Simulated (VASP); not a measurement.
Set up this calculation in VASP 6.6.1, as the native input.

```yaml
Task: single point
Functional: LDA
Potentials_or_basis: VASP PAW LDA potentials, release 64 (Ba_sv)
Cutoff: 520 eV
k_mesh: 7 × 7 × 7
Occupations: gaussian, width 0.02 eV
Spin: no spin polarisation
Dipole_correction: no
Further_INCAR_settings: ALGO = Fast; EDIFF = 1e-07; NBANDS = 11
```

The structure of Ba lies in POSCAR:

```
Ba
1.0
    3.6368867978      0.0000000000      0.0000000000
    0.0000000000      3.6368867978      0.0000000000
    0.0000000000      0.0000000000      3.6368867978
Ba
1
Direct
    0.0000000000      0.0000000000      0.0000000000
```

This cell differs from its parent crystal: volume scaled by 0.8.

These files were run (other wordings do the same):

INCAR

```
SYSTEM = Ba
  ALGO = Fast
  EDIFF = 1E-7
  ENCUT = 520
  ISIF = 2
  ISMEAR = 0
  LASPH = .True.
  LCHARG = .False.
  LREAL = .False.
  LWAVE = .False.
  NBANDS = 11
  NELM = 60
  PREC = Accurate
  SIGMA = 0.02
```

KPOINTS

```
k-points
0
Gamma
  7 7 7
  0 0 0
```

Potentials or basis: VASP PAW LDA potentials, release 64 (Ba_sv).

Command:

```console
$ cat potpaw_LDA.64/Ba_sv/POTCAR > POTCAR
$ mpirun -np 1 vasp_std > vasp.out
```

Results of the run:

The pressure is 0.3 GPa. The band gap on the k mesh is zero (band 5 reaches 2.39 eV, above the bottom of band 6 at 2.11 eV).

Caveat: spin-orbit coupling is left out, which moves the levels of the heavy elements.

It took 6.4 s on 1 thread of Intel(R) Xeon(R) Platinum 8488C (Sapphire Rapids), with other jobs on the host, peak memory 0.13 GiB.
